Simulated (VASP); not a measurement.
# PbS (P1) in VASP: relaxation of cell and atoms with PBE

Aim: the relaxation of cell and atoms of PbS with PBE.

Program: VASP 6.6.1. These are calculated values, not measurements. Logs are shortened: lines on timing, memory, paths and dates and some standing lists are left out, and cuts for length are marked.

## 1. The cell of the first run

The typed cell holds 4 atoms: a = 4.213 Å, b = 4.226 Å, c = 7.120 Å, α = 75.31°, β = 73.06°, γ = 59.32°.

## 2. Relaxation of cell and atoms, PBE

INCAR reads:

```
ALGO = Normal ; EDIFF = 1E-7
EDIFFG = -0.025 ; ENCUT = 600
GGA = PE ; IBRION = 2
ISIF = 3 ; ISMEAR = 0
LASPH = True ; LCHARG = False
LREAL = False ; LWAVE = False
NELM = 60 ; NSW = 80
PREC = Accurate ; SIGMA = 0.1
```

KPOINTS reads:

```
k-points
0
Gamma
  4 4 4
```

POSCAR reads:

```
PbS
1.0
    0.0045281645     -4.2124719132     -0.0319942673
    2.0249505055     -2.1311299024     -3.0353574611
    6.0979151630     -2.0903983397      3.0228679463
Pb S
2 2
Direct
    0.1213248273      0.6136782131      0.1245608753
    0.6011008940      0.1344128525      0.6296015080
    0.3917299502      0.8828977565      0.3746889748
    0.8858443285      0.3690111779      0.8711486419
```

Potentials or basis: VASP PAW PBE potentials, release 64 (Pb_d, S).

The run is started by

```console
> cat potpaw_PBE.64/Pb_d/POTCAR potpaw_PBE.64/S/POTCAR > POTCAR
> mpirun -np 1 vasp_std > vasp.out
```

OUTCAR:

```text
EDIFF = 1E-7
   EDIFFG = -0.025
   ENCUT = 600
   GGA = PE
   IBRION = 2
   ISIF = 3
   ISMEAR = 0
   LASPH = True
   LREAL = False
   NELM = 60
   NSW = 80
   PREC = Accurate

 ion  position               nearest neighbor table
   1  0.121  0.614  0.125-   3 2.86   4 2.89   3 2.97   4 2.98   3 3.05   4 3.05   2 3.99   2 4.13

   2  0.601  0.134  0.630-   4 2.80   3 2.84   4 2.94   3 3.04   4 3.05   3 3.06   1 3.99   1 4.13

   3  0.392  0.883  0.375-   2 2.84   1 2.86   1 2.97   2 3.04   1 3.05   2 3.06
   4  0.886  0.369  0.871-   2 2.80   1 2.89   2 2.94   1 2.98   2 3.05   1 3.05

  Warning from LATTYP: Got some problem with cell dimensions!
  Tried to take original basis but could not verify dimensions!
  LATTYP: Found a triclinic cell.
 ALAT       =     4.2125958454
 B/A-ratio  =     0.9911793183
 C/A-ratio  =     1.6901303369
 COS(alpha) =     0.0373124336
 COS(beta)  =     0.2912894551
 COS(gamma) =     0.4924749944

  Lattice vectors:

 A1 = (  -0.0045281645,   4.2124719132,   0.0319942673)
 A2 = (   2.0204223410,   2.0813420108,  -3.0033631938)
 A3 = (  -6.0979151630,   2.0903983397,  -3.0228679463)

Analysis of symmetry for initial positions (statically):
=====================================================================
 Subroutine PRICEL returns:
 Original cell was already a primitive cell.

 Routine SETGRP: Setting up the symmetry group for a
 triclinic supercell.

 Subroutine GETGRP returns: Found  1 space group operations
 (whereof  1 operations were pure point group operations)
 out of a pool of  2 trial point group operations.

The static configuration has the point symmetry C_1 .

Analysis of symmetry for dynamics (positions and initial velocities):
=====================================================================
 Subroutine PRICEL returns:
 Original cell was already a primitive cell.

 Routine SETGRP: Setting up the symmetry group for a
 triclinic supercell.

 Subroutine GETGRP returns: Found  1 space group operations
 (whereof  1 operations were pure point group operations)
 out of a pool of  2 trial point group operations.

The dynamic configuration has the point symmetry C_1 .

 Subroutine INISYM returns: Found  1 space group operations
 (whereof  1 operations are pure point group operations),
 and found     1 'primitive' translations

----------------------------------------------------------------------------------------

                                     Primitive cell

  volume of cell :     103.4171

  direct lattice vectors                    reciprocal lattice vectors
     0.004528165 -4.212471913 -0.031994267    -0.123647181 -0.238166753  0.084729680
     2.024950506 -2.131129902 -3.035357461     0.123776721  0.002018877 -0.248293905
     6.097915163 -2.090398340  3.022867946     0.122979435 -0.000493557  0.082388683

  length of vectors
     4.212595845  4.225580922  7.119836036     0.281409215  0.277442995  0.148027295

  position of ions in fractional coordinates (direct lattice)
     0.121324827  0.613678213  0.124560875
     0.601100894  0.134412852  0.629601508
     0.391729950  0.882897757  0.374688975
     0.885844328  0.369011178  0.871148642

  ion indices of the primitive-cell ions
   primitive index   ion index
                 1           1
                 2           2
                 3           3
                 4           4

----------------------------------------------------------------------------------------

 KPOINTS: k-points

Automatic generation of k-mesh.
 Grid dimensions read from file:
 generate k-points for:    4    4    4

 Generating k-lattice:

  Cartesian coordinates                     Fractional coordinates (reciprocal lattice)
    -0.030911795 -0.059541688  0.021182420     0.250000000  0.000000000 -0.000000000
     0.030944180  0.000504719 -0.062073476    -0.000000000  0.250000000 -0.000000000
     0.030744859 -0.000123389  0.020597171     0.000000000  0.000000000  0.250000000

  Length of vectors
     0.070352304  0.069360749  0.037006824

  Shift w.r.t. Gamma in fractional coordinates (k-lattice)
     0.000000000  0.000000000  0.000000000

 Subroutine IBZKPT returns following result:
 ===========================================

 Found     36 irreducible k-points:

 Following reciprocal coordinates:
            Coordinates               Weight
  0.000000  0.000000  0.000000      1.000000
  0.250000  0.000000  0.000000      2.000000
  0.500000  0.000000  0.000000      1.000000
  0.000000  0.250000  0.000000      2.000000
  0.250000  0.250000 -0.000000      2.000000
  0.500000  0.250000 -0.000000      2.000000
[... 16 lines left out ...]
 -0.000000 -0.250000  0.250000      2.000000
  0.250000 -0.250000  0.250000      2.000000
 [... further k-points ...]
   k-points           NKPTS =     36   k-points in BZ     NKDIM =     36   number of bands    NBANDS=     24
   number of dos      NEDOS =    301   number of ions     NIONS =      4
   total plane-waves  NPLWV =  77760
   dimension x,y,z NGX =    36 NGY =   36 NGZ =   60
   dimension x,y,z NGXF=    72 NGYF=   72 NGZF=  120
   ions per type =               2   2
   NGX,Y,Z   is equivalent  to a cutoff of  14.21, 14.16, 14.01 a.u.
   NGXF,Y,Z  is equivalent  to a cutoff of  28.41, 28.33, 28.02 a.u.
 SYSTEM =  unknown system
   PREC   = accura    normal or accurate (medium, high low for compatibility)
   ISTART =      0    job   : 0-new  1-cont  2-samecut
   ICHARG =      2    charge: 1-file 2-atom 10-const
   ISPIN  =      1    spin polarized calculation?
   LNONCOLLINEAR =      F non collinear calculations
   LSORBIT =      F    spin-orbit coupling
   LASPH  =      T    aspherical Exc in radial PAW
   ENCUT  =  600.0 eV  44.10 Ry    6.64 a.u.   8.41  8.44 14.22*2*pi/ulx,y,z
   NELM   =     60;   NELMIN=  2; NELMDL= -5     # of ELM steps
   EDIFF  = 0.1E-06   stopping-criterion for ELM
   LREAL  =      F    real-space projection
   EDIFFG = -.3E-01   stopping-criterion for IOM
   NSW    =     80    number of steps for IOM
   IBRION =      2    ionic relax: 0-MD 1-quasi-New 2-CG
   NFREE  =      1    steps in history (QN), initial steepest desc. (CG)
   ISIF   =      3    stress and relaxation
   ISYM   =      2    0-nonsym 1-usesym 2-fastsym
   POTIM  = 0.5000    time-step for ionic-motion
   TEBEG  =    0.0;   TEEND  =   0.0 temperature during run
   PSTRESS=    0.0 pullay stress
   NELECT =      40.0000    total number of electrons
   NUPDOWN=      -1.0000    fix difference up-down
   EMIN   =  10.00;   EMAX   =-10.00  energy-range for DOS
   EFERMI =   0.00;   METHOD = LEGACY
   ISMEAR =     0;   SIGMA  =   0.10  broadening in eV -4-tet -1-fermi 0-gaus
   EFERMI_NEDOS =   21; number of points for ismear=-14 and -15
   IALGO  =     38    algorithm
   IMIX   =      4    mixing-type and parameters
     AMIX     =   0.40;   BMIX     =  1.00
     AMIX_MAG =   1.60;   BMIX_MAG =  1.00
  volume/ion in A,a.u.               =      25.85       174.47
  Fermi-wavevector in a.u.,A,eV,Ry     =   1.192790  2.254047 19.357669  1.422749
  Thomas-Fermi vector in A             =   2.328820
   LORBIT       =      0    0 simple, 1 ext, 2 COOP (PROOUT), +10 PAW based schemes
   GGA     = PE    functional components
   LHFCALC =     F    Hartree Fock is set to
   AEXX    =    0.0000 exact exchange contribution
   IVDW    =     0    specifies the selected vdW correction
   LEPSILON=     F    determine dielectric tensor
   LRPA    =     F    only Hartree local field effects (RPA)
 conjugate gradient relaxation of ions
 non-spin polarized calculation
 Gauss-broadening in eV      SIGMA  =   0.10
  energy-cutoff  :      600.00
  volume of cell :      103.42
 maximum number of plane-waves:      3475
 NGX is ok and might be reduce to    36
   NGX = 17   NGY = 17   NGZ = 29

--------------------------------------- Ionic step        1  -------------------------------------------

 number of electron      40.0000000 magnetization

 Free energy of the ion-electron system (eV)
  ---------------------------------------------------
  ext. energy  EPLUGINS =         0.00000000
  ---------------------------------------------------
  free energy    TOTEN  =       -17.43710017 eV

  energy without entropy =      -17.43637828  energy(sigma->0) =      -17.43673922

------------------------ aborting loop because EDIFF is reached ----------------------------------------

  FORCE on cell =-STRESS in cart. coord.  units (eV):
  Direction    XX          YY          ZZ          XY          YZ          ZX
  --------------------------------------------------------------------------------------
  -------------------------------------------------------------------------------------
  Total        3.4275841      2.6207965      0.0082213      0.1753004     -0.1837476     -0.0440304
  in kB       53.1014561     40.6023917      0.1273675      2.7158213     -2.8466889     -0.6821362
  external PRESSURE =      31.2770717 kB  Pullay stress =       0.0000000 kB
[... 95 lines left out ...]
  FREE ENERGIE OF THE ION-ELECTRON SYSTEM (eV)
  ---------------------------------------------------
  free  energy   TOTEN  =       -17.5277655694 eV

  energy  without entropy=      -17.5277552305  energy(sigma->0) =      -17.52776040

[... ionic steps 4 to 8 ...]

--------------------------------------- Ionic step        9  -------------------------------------------

 number of electron      39.9999999 magnetization

------------------------ aborting loop because EDIFF is reached ----------------------------------------
[... 71 lines left out ...]
--------------------------------------- Ionic step       11  -------------------------------------------

 number of electron      39.9999998 magnetization

 Free energy of the ion-electron system (eV)
  ---------------------------------------------------
  ext. energy  EPLUGINS =         0.00000000
  ---------------------------------------------------
  free energy    TOTEN  =       -17.54352402 eV

  energy without entropy =      -17.54352153  energy(sigma->0) =      -17.54352277

 E-fermi :   5.5013     XC(G=0):  -9.4883

 val. band max:        5.2382014497   @ k =   0.0000   0.5000   0.5000
 cond. band min:       5.7700289891   @ k =   0.0000   0.5000   0.5000
 fundamental gap:      0.5318275394
 Fermi energy:         5.5012759327

 k-point     1 :       0.0000    0.0000    0.0000
  band No.  band energies     occupation
      1     -11.4848      2.00000
      2     -11.4820      2.00000
      3     -11.4703      2.00000
      4     -11.4691      2.00000
      5     -11.4661      2.00000
      6     -11.4626      2.00000
[... 637 lines left out ...]
     23       8.5021      0.00000
     24       9.3710      0.00000

 [... further k-points ...]

------------------------ aborting loop because EDIFF is reached ----------------------------------------

  FORCE on cell =-STRESS in cart. coord.  units (eV):
  Direction    XX          YY          ZZ          XY          YZ          ZX
  --------------------------------------------------------------------------------------
  -------------------------------------------------------------------------------------
  Total       -0.0585951     -0.0432430     -0.0221437     -0.0006867      0.0009685      0.0073541
  in kB       -0.8632268     -0.6370591     -0.3262231     -0.0101164      0.0142678      0.1083414
  external PRESSURE =      -0.6088363 kB  Pullay stress =       0.0000000 kB
[... 19 lines left out ...]
  FREE ENERGIE OF THE ION-ELECTRON SYSTEM (eV)
  ---------------------------------------------------
  free  energy   TOTEN  =       -17.5435240160 eV

  energy  without entropy=      -17.5435215276  energy(sigma->0) =      -17.54352277

 reached required accuracy - stopping structural energy minimisation
```

Wall time 22 min (1 thread of Intel Xeon 8259CL, shared host); peak memory 0.35 GiB.

Results:

| Property | Result |
| --- | --- |
| Free energy | -17.5435 eV |
| Relaxed volume | 27.19 Å³/atom |
| Relaxed cell | a = 4.262 Å, b = 4.252 Å, c = 7.353 Å, α = 73.18°, β = 73.28°, γ = 59.94° |
| Space group after relaxing (to 0.1 Å) | Cm (No. 8) |
| Energy gained by relaxing | 26.6 meV/atom |
| Ionic steps | 11 |
| Pressure after relaxing | -0.1 GPa |
| Largest force after relaxing | 0.022 eV/Å |
| Band gap on the k mesh | 0.53 eV |

Forces on the atoms (eV/Å):
```
Pb   0.021 -0.002 -0.007
Pb  -0.006 -0.007  0.013
S    0.003 -0.002 -0.014
S   -0.018  0.011  0.008
```

The path:
```
step  energy change (eV)  largest force (eV/Å)  pressure (GPa)  volume (Å³)
   1              0.0000                0.2639            3.13       103.42
   2             -0.0861                0.1392           -1.10       111.11
   3             -0.0907                0.1450           -0.40       109.58
   4             -0.0985                0.1120           -0.08       108.87
   5             -0.1004                0.0929            0.18       108.33
   6             -0.1038                0.0655            0.05       108.58
   7             -0.1050                0.0442           -0.08       108.83
   8             -0.1056                0.0382            0.02       108.60
   9             -0.1059                0.0314            0.15       108.34
  10             -0.1063                0.0257            0.04       108.54
  11             -0.1064                0.0224           -0.06       108.75
```

Final structure:
```
CELL_PARAMETERS angstrom
-0.00423 -4.26197 -0.00183
2.12402 -2.13107 -3.00491
6.36996 -2.12313 2.99783
ATOMIC_POSITIONS crystal
Pb 0.11391 0.62154 0.12735
Pb 0.61029 0.12643 0.62753
S 0.38841 0.87482 0.37248
S 0.88739 0.37721 0.87265
```

Levels at points of the mesh, in eV from the valence-band top:
```csv
k point,band 17,band 18,band 19,band 20,band 21,band 22,band 23,band 24
"(0.00, 0.00, 0.00)",-1.92,-1.61,-1.59,-0.02,0.53,2.12,2.13,5.05
"(0.50, 0.00, 0.00)",-2.51,-2.51,-2.00,-1.99,2.90,2.91,3.83,3.85
"(0.00, 0.50, 0.00)",-2.53,-2.51,-2.03,-2.01,2.90,2.92,3.79,3.81
"(0.50, 0.50, 0.00)",-3.11,-1.60,-1.57,-0.07,0.61,2.12,2.14,3.99
"(0.00, 0.00, 0.50)",-1.78,-1.78,-1.06,-1.06,2.40,2.41,3.30,3.31
"(0.50, 0.00, 0.50)",-3.12,-1.61,-1.57,-0.05,0.58,2.11,2.15,4.06
"(0.00, 0.50, 0.50)",-3.12,-1.61,-1.59,0.00,0.53,2.13,2.14,3.96
"(0.50, 0.50, 0.50)",-2.52,-2.51,-2.00,-2.00,2.89,2.90,3.84,3.84
```

Caveat: the k points lie up to 0.43 Å⁻¹ apart in the final cell; spin-orbit coupling is left out, which moves the levels of the heavy elements.
